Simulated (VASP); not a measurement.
# Te (Im-3m) in VASP: notebook

Te is run at these levels: PBE; tasks: single point.

Everything below comes from runs of VASP 6.6.1. Logs are shortened: lines on timing, memory, paths and dates and some standing lists are left out, and cuts for length are marked.

**1. The cell of the first run**

Symmetry: Im-3m, No. 229, cubic system. Conventional cell: a = 3.213 Å, b = 3.213 Å, c = 3.213 Å, α = 90.00°, β = 90.00°, γ = 90.00°. Within 3.7 Å of Te (site symmetry m-3m) lie 14 Te at 2.78 to 3.21 Å.

This isn't the form of Te at room conditions, which is trigonal, of chains.

**2. Single point, PBE (16.59 Å³/atom)**

Input file INCAR:

```
SYSTEM = Te
PREC = Accurate
ENCUT = 520
EDIFF = 1E-6
ISMEAR = -1
SIGMA = 0.05
LREAL = .FALSE.
LASPH = .TRUE.
NELM = 100
ALGO = Normal
ISIF = 2
LWAVE = .FALSE.
LCHARG = .FALSE.
GGA = PE
NBANDS = 9
```

Input file KPOINTS:

```
regular mesh
0
G
  14 14 14
  0 0 0
```

Input file POSCAR:

```
Te
1.0
   -1.6066691148      1.6066691148      1.6066691148
    1.6066691148     -1.6066691148      1.6066691148
    1.6066691148      1.6066691148     -1.6066691148
Te
1
Direct
    0.0000000000      0.0000000000      0.0000000000
```

Potentials or basis: VASP PAW PBE potentials, release 64 (Te).

The run is started by

```console
cat potpaw_PBE.64/Te/POTCAR > POTCAR
mpirun -np 1 vasp_std > vasp.out
```

OUTCAR:

```text
SYSTEM = Te
   PREC = Accurate
   ENCUT = 520
   EDIFF = 1E-6
   ISMEAR = -1
   LREAL = .FALSE.
   LASPH = .TRUE.
   NELM = 100
   ISIF = 2
   GGA = PE

 ion  position               nearest neighbor table
   1  0.000  0.000  0.000-

  LATTYP: Found a body centered cubic cell.
 ALAT       =     3.2133382296

  Lattice vectors:

 A1 = (  -1.6066691148,   1.6066691148,   1.6066691148)
 A2 = (   1.6066691148,  -1.6066691148,   1.6066691148)
 A3 = (   1.6066691148,   1.6066691148,  -1.6066691148)

Analysis of symmetry for initial positions (statically):
=====================================================================
 Subroutine PRICEL returns:
 Original cell was already a primitive cell.

 Routine SETGRP: Setting up the symmetry group for a
 body centered cubic supercell.

 Subroutine GETGRP returns: Found 48 space group operations
 (whereof 48 operations were pure point group operations)
 out of a pool of 48 trial point group operations.

The static configuration has the point symmetry O_h .

Analysis of symmetry for dynamics (positions and initial velocities):
=====================================================================
 Subroutine PRICEL returns:
 Original cell was already a primitive cell.

 Routine SETGRP: Setting up the symmetry group for a
 body centered cubic supercell.

 Subroutine GETGRP returns: Found 48 space group operations
 (whereof 48 operations were pure point group operations)
 out of a pool of 48 trial point group operations.

The dynamic configuration has the point symmetry O_h .

 Subroutine INISYM returns: Found 48 space group operations
 (whereof 48 operations are pure point group operations),
 and found     1 'primitive' translations

----------------------------------------------------------------------------------------

                                     Primitive cell

  volume of cell :      16.5897

  direct lattice vectors                    reciprocal lattice vectors
    -1.606669115  1.606669115  1.606669115     0.000000000  0.311202845  0.311202845
     1.606669115 -1.606669115  1.606669115     0.311202845  0.000000000  0.311202845
     1.606669115  1.606669115 -1.606669115     0.311202845  0.311202845  0.000000000

  length of vectors
     2.782832538  2.782832538  2.782832538     0.440107284  0.440107284  0.440107284

  position of ions in fractional coordinates (direct lattice)
     0.000000000  0.000000000  0.000000000

  ion indices of the primitive-cell ions
   primitive index   ion index
                 1           1

----------------------------------------------------------------------------------------

 KPOINTS: regular mesh

Automatic generation of k-mesh.
 Grid dimensions read from file:
 generate k-points for:   14   14   14

 Generating k-lattice:

  Cartesian coordinates                     Fractional coordinates (reciprocal lattice)
     0.000000000  0.022228775  0.022228775     0.071428571  0.000000000  0.000000000
     0.022228775  0.000000000  0.022228775     0.000000000  0.071428571  0.000000000
     0.022228775  0.022228775  0.000000000     0.000000000  0.000000000  0.071428571

  Length of vectors
     0.031436235  0.031436235  0.031436235

  Shift w.r.t. Gamma in fractional coordinates (k-lattice)
     0.000000000  0.000000000  0.000000000

 Subroutine IBZKPT returns following result:
 ===========================================

 Found    104 irreducible k-points:

 Following reciprocal coordinates:
            Coordinates               Weight
  0.000000  0.000000  0.000000      1.000000
  0.071429  0.000000  0.000000     12.000000
  0.142857  0.000000  0.000000     12.000000
  0.214286  0.000000  0.000000     12.000000
  0.285714  0.000000  0.000000     12.000000
  0.357143  0.000000  0.000000     12.000000
[... 16 lines left out ...]
  0.285714  0.285714  0.000000     24.000000
  0.357143  0.285714  0.000000     24.000000
 [... further k-points ...]
   k-points           NKPTS =    104   k-points in BZ     NKDIM =    104   number of bands    NBANDS=      9
   number of dos      NEDOS =    301   number of ions     NIONS =      1
   total plane-waves  NPLWV =  13824
   dimension x,y,z NGX =    24 NGY =   24 NGZ =   24
   dimension x,y,z NGXF=    48 NGYF=   48 NGZF=   48
   ions per type =               1
   NGX,Y,Z   is equivalent  to a cutoff of  14.34, 14.34, 14.34 a.u.
   NGXF,Y,Z  is equivalent  to a cutoff of  28.68, 28.68, 28.68 a.u.
 SYSTEM =  Te
   PREC   = accura    normal or accurate (medium, high low for compatibility)
   ISTART =      0    job   : 0-new  1-cont  2-samecut
   ICHARG =      2    charge: 1-file 2-atom 10-const
   ISPIN  =      1    spin polarized calculation?
   LNONCOLLINEAR =      F non collinear calculations
   LSORBIT =      F    spin-orbit coupling
   LASPH  =      T    aspherical Exc in radial PAW
   ENCUT  =  520.0 eV  38.22 Ry    6.18 a.u.   5.17  5.17  5.17*2*pi/ulx,y,z
   NELM   =    100;   NELMIN=  2; NELMDL= -5     # of ELM steps
   EDIFF  = 0.1E-05   stopping-criterion for ELM
   LREAL  =      F    real-space projection
   EDIFFG = 0.1E-04   stopping-criterion for IOM
   NSW    =      0    number of steps for IOM
   IBRION =     -1    ionic relax: 0-MD 1-quasi-New 2-CG
   NFREE  =      0    steps in history (QN), initial steepest desc. (CG)
   ISIF   =      2    stress and relaxation
   ISYM   =      2    0-nonsym 1-usesym 2-fastsym
   POTIM  = 0.5000    time-step for ionic-motion
   TEBEG  =    0.0;   TEEND  =   0.0 temperature during run
   PSTRESS=    0.0 pullay stress
   NELECT =       6.0000    total number of electrons
   NUPDOWN=      -1.0000    fix difference up-down
   EMIN   =  10.00;   EMAX   =-10.00  energy-range for DOS
   EFERMI =   0.00;   METHOD = LEGACY
   ISMEAR =    -1;   SIGMA  =   0.05  broadening in eV -4-tet -1-fermi 0-gaus
   EFERMI_NEDOS =   21; number of points for ismear=-14 and -15
   IALGO  =     38    algorithm
   IMIX   =      4    mixing-type and parameters
     AMIX     =   0.40;   BMIX     =  1.00
     AMIX_MAG =   1.60;   BMIX_MAG =  1.00
  volume/ion in A,a.u.               =      16.59       111.95
  Fermi-wavevector in a.u.,A,eV,Ry     =   1.166395  2.204166 18.510402  1.360476
  Thomas-Fermi vector in A             =   2.302908
   LORBIT       =      0    0 simple, 1 ext, 2 COOP (PROOUT), +10 PAW based schemes
   GGA     = PE    functional components
   LHFCALC =     F    Hartree Fock is set to
   AEXX    =    0.0000 exact exchange contribution
   IVDW    =     0    specifies the selected vdW correction
   LEPSILON=     F    determine dielectric tensor
   LRPA    =     F    only Hartree local field effects (RPA)
 non-spin polarized calculation
  energy-cutoff  :      520.00
  volume of cell :       16.59
 maximum number of plane-waves:       466
 NGX is ok and might be reduce to    24
   NGX = 11   NGY = 11   NGZ = 11

 number of electron       6.0000000 magnetization

 Free energy of the ion-electron system (eV)
  ---------------------------------------------------
  ext. energy  EPLUGINS =         0.00000000
  ---------------------------------------------------
  free energy    TOTEN  =        -0.46958716 eV

  energy without entropy =       -0.46516967  energy(sigma->0) =       -0.46737842

 E-fermi :  17.6771     XC(G=0): -12.6359

 val. band max:       17.6400577754   @ k =  -0.2857   0.2857   0.1429
 cond. band min:      17.6943937835   @ k =   0.2143   0.1429   0.0714
 fundamental gap:      0.0543360080
 Fermi energy:        17.6771160013

 k-point     1 :       0.0000    0.0000    0.0000
  band No.  band energies     occupation
      1      -2.3668      2.00000
      2      24.5912      0.00000
      3      24.5912      0.00000
      4      24.5912      0.00000
      5      28.3981      0.00000
      6      28.3981      0.00000
      7      28.3981      0.00000
      8      28.8899      0.00000
      9      28.8899      0.00000

 k-point     2 :       0.0714    0.0000    0.0000
  band No.  band energies     occupation
      1      -2.2084      2.00000
      2      23.1153      0.00000
      3      23.8125      0.00000
      4      24.3207      0.00000
      5      27.1093      0.00000
      6      27.2273      0.00000
      7      28.1508      0.00000
      8      29.7812      0.00000
      9      29.8368      0.00000

 k-point     3 :       0.1429    0.0000    0.0000
  band No.  band energies     occupation
      1      -1.7327      2.00000
      2      20.0943      0.00000
      3      22.3506      0.00000
      4      23.5624      0.00000
      5      26.0801      0.00000
      6      26.1543      0.00000
      7      28.1686      0.00000
      8      30.4441      0.00000
      9      31.5939      0.00000

 k-point     4 :       0.2143    0.0000    0.0000
  band No.  band energies     occupation
      1      -0.9395      2.00000
      2      16.8355      2.00000
      3      20.8920      0.00000
      4      22.5946      0.00000
      5      25.1552      0.00000
      6      25.4102      0.00000
      7      28.7453      0.00000
      8      31.0305      0.00000
      9      33.6742      0.00000
[... 205 lines left out ...]
 k-point    22 :       0.3571    0.2143   -0.0000
  band No.  band energies     occupation
      1       5.0491      2.00000
      2       8.1540      2.00000
      3      12.5722      2.00000
      4      18.7402      0.00000
      5      26.1869      0.00000
      6      29.4346      0.00000
      7      31.0340      0.00000
      8      31.8837      0.00000
      9      37.7959      0.00000

 k-point    23 :       0.2857    0.2857    0.0000
  band No.  band energies     occupation
      1       4.9826      2.00000
      2       9.3948      2.00000
      3      10.9902      2.00000
      4      18.6384      0.00000
      5      27.6148      0.00000
      6      27.8292      0.00000
      7      31.1334      0.00000
      8      34.5466      0.00000
      9      35.0412      0.00000

 k-point    24 :       0.3571    0.2857    0.0000
  band No.  band energies     occupation
      1       6.0273      2.00000
      2       8.5535      2.00000
      3      10.3368      2.00000
      4      18.5106      0.00000
      5      27.6117      0.00000
      6      29.2079      0.00000
      7      29.4481      0.00000
      8      34.6956      0.00000
      9      37.7150      0.00000

 [... further k-points ...]
[... 5 lines left out ...]
  --------------------------------------------------------------------------------------
  -------------------------------------------------------------------------------------
  Total       10.9669047     10.9669047     10.9669047      0.0000000      0.0000000      0.0000000
  in kB     1059.1447712   1059.1447712   1059.1447712      0.0000000      0.0000000      0.0000000
  external PRESSURE =    1059.1447712 kB  Pullay stress =       0.0000000 kB

 VOLUME and BASIS-vectors are now :
 -----------------------------------------------------------------------------
  energy-cutoff  :      520.00
  volume of cell :       16.59
      direct lattice vectors                 reciprocal lattice vectors
    -1.606669115  1.606669115  1.606669115     0.000000000  0.311202845  0.311202845
     1.606669115 -1.606669115  1.606669115     0.311202845  0.000000000  0.311202845
     1.606669115  1.606669115 -1.606669115     0.311202845  0.311202845  0.000000000

 POSITION                                       TOTAL-FORCE (eV/Angst)
 -----------------------------------------------------------------------------------
      0.00000      0.00000      0.00000        -0.000000     -0.000000      0.000000
 -----------------------------------------------------------------------------------
    total drift:                                0.000000     -0.000000     -0.000000

  FREE ENERGIE OF THE ION-ELECTRON SYSTEM (eV)
  ---------------------------------------------------
  free  energy   TOTEN  =        -0.4695871620 eV

  energy  without entropy=       -0.4651696702  energy(sigma->0) =       -0.46737842
```

It took 13 s on 1 thread of Intel Xeon 8259CL, shared host; peak memory 0.15 GiB.

Results:

```yaml
Free_energy: -0.4696 eV
Pressure: 105.9 GPa
Band_gap_on_the_k_mesh: zero (bands 3 and 4 overlap by 12.69 eV)
```

Caveat: the cell stands under pressure; spin-orbit coupling is left out, which moves the levels of the heavy elements.

**3. Single point, PBE (19.45 Å³/atom)**

This run uses another cell than the first one, of 19.45 Å³/atom.

Input file INCAR:

```
  PREC = Accurate
  ENCUT = 520
  EDIFF = 1E-7
  ISMEAR = -1
  SIGMA = 0.05
  LREAL = False
  LASPH = True
  NELM = 80
  ALGO = Normal
  ISIF = 2
  LWAVE = False
  LCHARG = False
  GGA = PE
  NBANDS = 9
```

Input file KPOINTS:

```
Automatic mesh
0
Gamma
  14 14 14
```

Input file POSCAR:

```
Te
1.0
   -1.6941560784      1.6941560784      1.6941560784
    1.6941560784     -1.6941560784      1.6941560784
    1.6941560784      1.6941560784     -1.6941560784
Te
1
Direct
    0.0000000000      0.0000000000      0.0000000000
```

Potentials or basis: VASP PAW PBE potentials, release 64 (Te).

The run is started by

```console
cat potpaw_PBE.64/Te/POTCAR > POTCAR
mpirun -np 1 vasp_std > vasp.out
```

Run time: 16 s. Hardware: 1 thread of Intel Xeon 8259CL, shared host; peak memory 0.15 GiB.

Results (log left out):

* Free energy: -1.8178 eV
* Pressure: 51.3 GPa
* Band gap on the k mesh: zero (bands 3 and 4 overlap by 10.15 eV)

Levels at points of the mesh, in eV from the Fermi level:
```tsv
k point	band 1	band 2	band 3	band 4	band 5	band 6	band 7	band 8
(0.00, 0.00, 0.00)	-17.76	5.54	5.54	5.54	10.82	10.82	10.82	11.36
(0.50, 0.00, 0.00)	-12.16	-9.26	0.26	2.77	6.12	6.12	14.63	15.87
(0.50, 0.50, 0.50)	-7.32	-4.61	-4.61	-4.61	1.15	1.15	17.97	20.89
```

Caveat: the cell stands under pressure; spin-orbit coupling is left out, which moves the levels of the heavy elements.

**4. Single point, PBE (22.31 Å³/atom)**

This run uses another cell than the first one, of 22.31 Å³/atom.

Input file INCAR:

```
SYSTEM = Te
  PREC = Accurate
  ENCUT = 520
  EDIFF = 1E-7
  ISMEAR = -1
  SIGMA = 0.05
  LREAL = .False.
  LASPH = .True.
  NELM = 80
  ALGO = Normal
  ISIF = 2
  LWAVE = .False.
  LCHARG = .False.
  GGA = PE
  NBANDS = 9
```

Input file KPOINTS:

```
Automatic mesh
0
Gamma
  14 14 14
  0 0 0
```

Input file POSCAR:

```
Te
1.0
   -1.7734351620      1.7734351620      1.7734351620
    1.7734351620     -1.7734351620      1.7734351620
    1.7734351620      1.7734351620     -1.7734351620
Te
1
Direct
    0.0000000000      0.0000000000      0.0000000000
```

The run is started by

```console
cat potpaw_PBE.64/Te/POTCAR > POTCAR
mpirun -np 1 vasp_std > vasp.out
```

Wall time 13 s (1 thread of Intel Xeon 8259CL, shared host); peak memory 0.15 GiB.

Results (log left out):

```
Free energy            : -2.4645 eV
Pressure               : 24.0 GPa
Band gap on the k mesh : zero (bands 3 and 4 overlap by 8.41 eV)
```

Levels at points of the mesh, in eV from the Fermi level:
```tsv
k point	band 1	band 2	band 3	band 4	band 5	band 6
(0.00, 0.00, 0.00)	-16.14	4.49	4.49	4.49	10.46	10.46
(0.50, 0.00, 0.00)	-11.57	-7.91	0.19	2.57	5.84	6.26
(0.50, 0.50, 0.50)	-7.89	-3.92	-3.92	-3.92	1.87	1.87
```

Caveat: the cell stands under pressure; spin-orbit coupling is left out, which moves the levels of the heavy elements.

**5. Single point, PBE (22.31 Å³/atom)**

This run uses another cell than the first one, of 22.31 Å³/atom.

Input file INCAR:

```
PREC     = Accurate       # precision mode
ENCUT    = 520            # plane-wave cutoff, eV
EDIFF    = 1E-6           # SCF threshold, eV
ISMEAR   = -1             # smearing method
SIGMA    = 0.05           # smearing width, eV
LREAL    = False          # projectors in reciprocal space
LASPH    = True           # aspherical terms in the spheres
NELM     = 100            # most SCF steps
ALGO     = Normal         # electronic algorithm
ISIF     = 2              # what is computed and relaxed
LWAVE    = False          # write WAVECAR
LCHARG   = False          # write CHGCAR
GGA      = PE             # functional
NBANDS   = 9              # bands
```

Input file KPOINTS:

```
regular mesh
0
Gamma
  14 14 14
```

POSCAR is that of step 4.

The run is started by

```console
cat potpaw_PBE.64/Te/POTCAR > POTCAR
mpirun -np 1 vasp_std > vasp.out
```

Wall time 17 s (1 thread of Intel Xeon 8259CL, shared host); peak memory 0.15 GiB.

Results (log left out):

- Free energy: -2.4645 eV
- Pressure: 24.0 GPa
- Band gap on the k mesh: zero (bands 3 and 4 overlap by 8.41 eV)

Levels at points of the mesh, in eV from the Fermi level:
```csv
k point,band 1,band 2,band 3,band 4,band 5,band 6
"(0.00, 0.00, 0.00)",-16.14,4.49,4.49,4.49,10.46,10.46
"(0.50, 0.00, 0.00)",-11.57,-7.91,0.19,2.57,5.84,6.26
"(0.50, 0.50, 0.50)",-7.89,-3.92,-3.92,-3.92,1.87,1.87
```

Caveat: the cell stands under pressure; spin-orbit coupling is left out, which moves the levels of the heavy elements.

**6. Single point, PBE (25.17 Å³/atom)**

This run uses another cell than the first one, of 25.17 Å³/atom.

Input file INCAR:

```
SYSTEM = Te
ALGO = Normal
EDIFF = 1E-6
ENCUT = 520
GGA = PE
ISIF = 2
ISMEAR = -1
LASPH = .TRUE.
LCHARG = .FALSE.
LREAL = .FALSE.
LWAVE = .FALSE.
NBANDS = 9
NELM = 60
PREC = Accurate
SIGMA = 0.05
```

Input file KPOINTS:

```
k-points
0
G
  14 14 14
  0 0 0
```

Input file POSCAR:

```
Te
1.0
   -1.8461968465      1.8461968465      1.8461968465
    1.8461968465     -1.8461968465      1.8461968465
    1.8461968465      1.8461968465     -1.8461968465
Te
1
Direct
    0.0000000000      0.0000000000      0.0000000000
```

Potentials or basis: VASP PAW PBE potentials, release 64 (Te).

The run is started by

```console
cat potpaw_PBE.64/Te/POTCAR > POTCAR
mpirun -np 1 vasp_std > vasp.out
```

Wall time 13 s (1 thread of Intel Xeon 8259CL, shared host); peak memory 0.15 GiB.

Results (log left out):

```
Free energy            : -2.7499 eV
Pressure               : 9.4 GPa
Band gap on the k mesh : zero (bands 3 and 4 overlap by 7.09 eV)
```

Levels at points of the mesh, in eV from the Fermi level:
| k point | band 1 | band 2 | band 3 | band 4 | band 5 | band 6 |
| --- | --- | --- | --- | --- | --- | --- |
| (0.00, 0.00, 0.00) | -14.91 | 3.69 | 3.69 | 3.69 | 10.16 | 10.16 |
| (0.50, 0.00, 0.00) | -11.16 | -6.85 | 0.13 | 2.31 | 5.67 | 6.38 |
| (0.50, 0.50, 0.50) | -8.29 | -3.40 | -3.40 | -3.40 | 2.43 | 2.43 |

Caveat: the cell stands under pressure; spin-orbit coupling is left out, which moves the levels of the heavy elements.

**7. Summary**

```csv
cell,gap on the mesh (eV),pressure (GPa)
"a = 2.783 Å, angles 109.5°, 1 atom",none,105.9
"a = 2.934 Å, angles 109.5°, 1 atom",none,51.3
"a = 3.072 Å, angles 109.5°, 1 atom",none,24.0
"a = 3.198 Å, angles 109.5°, 1 atom",none,9.4
```

Alike in all rows: task single point; level PBE; potentials or basis VASP PAW PBE potentials, release 64 (Te); no spin polarisation; k mesh 14 × 14 × 14; cutoff (eV) 520; smearing fermi-dirac 0.05 eV.

Caveats: the cell stands under pressure; spin-orbit coupling is left out, which moves the levels of the heavy elements.

Absolute energies hang on the potentials; compare differences alone.
